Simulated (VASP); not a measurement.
# Al (R-3m) in VASP: single point with PBE

Aim: the single point of Al with PBE.

Program: VASP 6.6.1. These are calculated values, not measurements. Logs are shortened: lines on timing, memory, paths and dates and some standing lists are left out, and cuts for length are marked.

## Step 1: The cell of the first run

The structure is trigonal, space group R-3m (No. 166). The conventional cell has a = 2.857 Å, b = 2.857 Å, c = 13.995 Å, α = 90.00°, β = 90.00°, γ = 120.00°. Al (site symmetry 3m) has 12 Al at 2.80 to 2.91 Å within 3.7 Å.

## Step 2: Single point, PBE

The input, INCAR:

```
SYSTEM = Al
ALGO     = Normal         ! electronic algorithm
EDIFF    = 1E-6           ! SCF threshold, eV
ENCUT    = 500            ! plane-wave cutoff, eV
GGA      = PE             ! functional
GGA_COMPAT= .FALSE.      
ISIF     = 2              ! what is computed and relaxed
ISMEAR   = -1             ! smearing method
LASPH    = .TRUE.         ! aspherical terms in the spheres
LCHARG   = .TRUE.         ! write CHGCAR
LELF     = .TRUE.         ! ELF
LREAL    = .FALSE.        ! projectors in reciprocal space
LVHAR    = .TRUE.       
LWAVE    = .FALSE.        ! write WAVECAR
NBANDS   = 10             ! bands
NELM     = 120            ! most SCF steps
PREC     = Accurate       ! precision mode
SIGMA    = 0.1            ! smearing width, eV
```

The input, KPOINTS:

```
k-points
0
G
  4 8 8
  0 0 0
```

The input, POSCAR:

```
Al
1.0
    0.0000000000      4.0400000000      4.0400000000
    2.0200000000     -2.0200000000      0.0000000000
    2.0200000000      0.0000000000     -2.0200000000
Al
2
Direct
   -0.2575026953     -0.5050017969     -0.5050017969
    0.2575026953     -0.4949982031     -0.4949982031
```

Potentials or basis: VASP PAW PBE potentials, release 64 (Al).

The run is started by

```bash
$ cat potpaw_PBE.64/Al/POTCAR > POTCAR
$ mpirun -np 1 vasp_std > vasp.out
```

OUTCAR:

```text
SYSTEM = Al
   EDIFF = 1E-6
   ENCUT = 500
   GGA = PE
   ISIF = 2
   ISMEAR = -1
   LASPH = .TRUE.
   LREAL = .FALSE.
   NELM = 120
   PREC = Accurate

 ion  position               nearest neighbor table
   1  0.742  0.495  0.495-   2 2.80   2 2.80   2 2.80   2 2.91   2 2.91   2 2.91
   2  0.258  0.505  0.505-   1 2.80   1 2.80   1 2.80   1 2.91   1 2.91   1 2.91

  LATTYP: Found a trigonal (rhomboedric) cell.
 ALAT       =     4.9479692804
 COS(alpha) =     0.8333333333

  Lattice vectors:

 A1 = (   4.0400000000,   2.0200000000,   2.0200000000)
 A2 = (   2.0200000000,   4.0400000000,   2.0200000000)
 A3 = (   2.0200000000,   2.0200000000,   4.0400000000)

Analysis of symmetry for initial positions (statically):
=====================================================================
 Subroutine PRICEL returns:
 Original cell was already a primitive cell.

 Routine SETGRP: Setting up the symmetry group for a
 trigonal (rhombohedral) supercell.

 Subroutine GETGRP returns: Found 12 space group operations
 (whereof 12 operations were pure point group operations)
 out of a pool of 12 trial point group operations.

The static configuration has the point symmetry D_3d.

Analysis of symmetry for dynamics (positions and initial velocities):
=====================================================================
 Subroutine PRICEL returns:
 Original cell was already a primitive cell.

 Routine SETGRP: Setting up the symmetry group for a
 trigonal (rhombohedral) supercell.

 Subroutine GETGRP returns: Found 12 space group operations
 (whereof 12 operations were pure point group operations)
 out of a pool of 12 trial point group operations.

The dynamic configuration has the point symmetry D_3d.

 Subroutine INISYM returns: Found 12 space group operations
 (whereof 12 operations are pure point group operations),
 and found     1 'primitive' translations

----------------------------------------------------------------------------------------

                                     Primitive cell

  volume of cell :      32.9696

  direct lattice vectors                    reciprocal lattice vectors
     0.000000000  4.040000000  4.040000000     0.123762376  0.123762376  0.123762376
     2.020000000 -2.020000000  0.000000000     0.247524752 -0.247524752  0.247524752
     2.020000000  0.000000000 -2.020000000     0.247524752  0.247524752 -0.247524752

  length of vectors
     5.713422792  2.856711396  2.856711396     0.214362724  0.428725447  0.428725447

[... 106 lines left out ...]
   ISYM   =      2    0-nonsym 1-usesym 2-fastsym
   POTIM  = 0.5000    time-step for ionic-motion
   TEBEG  =    0.0;   TEEND  =   0.0 temperature during run
   PSTRESS=    0.0 pullay stress
   NELECT =       6.0000    total number of electrons
   NUPDOWN=      -1.0000    fix difference up-down
   EMIN   =  10.00;   EMAX   =-10.00  energy-range for DOS
   EFERMI =   0.00;   METHOD = LEGACY
   ISMEAR =    -1;   SIGMA  =   0.10  broadening in eV -4-tet -1-fermi 0-gaus
   EFERMI_NEDOS =   21; number of points for ismear=-14 and -15
   IALGO  =     38    algorithm
   IMIX   =      4    mixing-type and parameters
     AMIX     =   0.40;   BMIX     =  1.00
     AMIX_MAG =   1.60;   BMIX_MAG =  1.00
  volume/ion in A,a.u.               =      16.48       111.25
  Fermi-wavevector in a.u.,A,eV,Ry     =   0.927728  1.753151 11.710246  0.860679
  Thomas-Fermi vector in A             =   2.053828
   LORBIT       =      0    0 simple, 1 ext, 2 COOP (PROOUT), +10 PAW based schemes
   GGA     = PE    functional components
   LHFCALC =     F    Hartree Fock is set to
   AEXX    =    0.0000 exact exchange contribution
   IVDW    =     0    specifies the selected vdW correction
   LEPSILON=     F    determine dielectric tensor
   LRPA    =     F    only Hartree local field effects (RPA)
 non-spin polarized calculation
  energy-cutoff  :      500.00
  volume of cell :       32.97
 maximum number of plane-waves:       854
 NGX is ok and might be reduce to    42
   NGX = 21   NGY = 11   NGZ = 11

 number of electron       6.0000000 magnetization

 Free energy of the ion-electron system (eV)
  ---------------------------------------------------
  ext. energy  EPLUGINS =         0.00000000
  ---------------------------------------------------
  free energy    TOTEN  =        -7.48256740 eV

  energy without entropy =       -7.45703677  energy(sigma->0) =       -7.46980208

 E-fermi :   7.9746     XC(G=0): -10.1974

 val. band max:        7.8068580381   @ k =   0.2500  -0.3750   0.2500
 cond. band min:       8.1161018545   @ k =   0.2500   0.5000   0.2500
 fundamental gap:      0.3092438165
 Fermi energy:         7.9746168020

 k-point     1 :       0.0000    0.0000    0.0000
  band No.  band energies     occupation
      1      -3.1394      2.00000
      2       3.4221      2.00000
      3       3.6288      2.00000
      4      19.3837      0.00000
      5      19.3837      0.00000
      6      19.4551      0.00000
      7      19.4551      0.00000
      8      20.6421      0.00000
      9      20.6738      0.00000
     10      20.6738      0.00000
[... 287 lines left out ...]
 k-point    24 :       0.5000    0.3750    0.1250
  band No.  band energies     occupation
      1      -0.3346      2.00000
      2       4.0512      2.00000
      3       7.6790      1.90109
      4       9.1577      0.00001
      5      11.8394      0.00000
      6      12.7309      0.00000
      7      13.3131      0.00000
      8      16.8018      0.00000
      9      20.1060      0.00000
     10      21.1275      0.00000

 [... further k-points ...]

------------------------ aborting loop because EDIFF is reached ----------------------------------------

  FORCE on cell =-STRESS in cart. coord.  units (eV):
  Direction    XX          YY          ZZ          XY          YZ          ZX
  --------------------------------------------------------------------------------------
  -------------------------------------------------------------------------------------
  Total        0.0674322      0.0674322      0.0674322      0.0047871      0.0047871      0.0047871
  in kB        3.2769056      3.2769056      3.2769056      0.2326321      0.2326321      0.2326321
  external PRESSURE =       3.2769056 kB  Pullay stress =       0.0000000 kB

 VOLUME and BASIS-vectors are now :
 -----------------------------------------------------------------------------
  energy-cutoff  :      500.00
  volume of cell :       32.97
      direct lattice vectors                 reciprocal lattice vectors
     0.000000000  4.040000000  4.040000000     0.123762376  0.123762376  0.123762376
     2.020000000 -2.020000000  0.000000000     0.247524752 -0.247524752  0.247524752
     2.020000000  0.000000000 -2.020000000     0.247524752  0.247524752 -0.247524752

 POSITION                                       TOTAL-FORCE (eV/Angst)
 -----------------------------------------------------------------------------------
      1.99979      1.99979      1.99979         0.200533      0.200533      0.200533
      2.04021      0.02021      0.02021        -0.200533     -0.200533     -0.200533
 -----------------------------------------------------------------------------------
    total drift:                               -0.000000     -0.000000      0.000000

  FREE ENERGIE OF THE ION-ELECTRON SYSTEM (eV)
  ---------------------------------------------------
  free  energy   TOTEN  =        -7.4825673966 eV

  energy  without entropy=       -7.4570367667  energy(sigma->0) =       -7.46980208
```

OSZICAR:

```text
N       E                     dE             d eps       ncg     rms          rms(c)
DAV:   1     0.328459317828E+00    0.32846E+00   -0.22638E+03   700   0.461E+02
DAV:   2    -0.736171804539E+01   -0.76902E+01   -0.74024E+01   952   0.545E+01
DAV:   3    -0.753135467037E+01   -0.16964E+00   -0.16915E+00   926   0.667E+00
DAV:   4    -0.753213547354E+01   -0.78080E-03   -0.78076E-03   874   0.509E-01
DAV:   5    -0.753214147107E+01   -0.59975E-05   -0.59969E-05   906   0.442E-02    0.187E+00
DAV:   6    -0.750153167376E+01    0.30610E-01   -0.20915E-02   836   0.526E-01    0.110E+00
DAV:   7    -0.748324181361E+01    0.18290E-01   -0.13387E-02   818   0.559E-01    0.159E-01
DAV:   8    -0.748260032362E+01    0.64149E-03   -0.14003E-03   824   0.163E-01    0.102E-01
DAV:   9    -0.748256644942E+01    0.33874E-04   -0.72508E-05   866   0.458E-02    0.331E-02
DAV:  10    -0.748256739656E+01   -0.94714E-06   -0.10361E-06   804   0.864E-03
   1 F= -.74825674E+01 E0= -.74698021E+01  d E =-.255306E-01
```

It took 8 s on 1 thread of Intel Xeon 6975P-C, shared host; peak memory 0.15 GiB.

Results:

```
Free energy            : -7.4826 eV
Pressure               : 0.3 GPa
Largest force          : 0.347 eV/Å
Band gap on the k mesh : zero (band 3 reaches 11.84 eV, above the bottom of band 4 at 6.42 eV)
```

Forces on the atoms (eV/Å):
```
Al   0.201  0.201  0.201
Al  -0.201 -0.201 -0.201
```
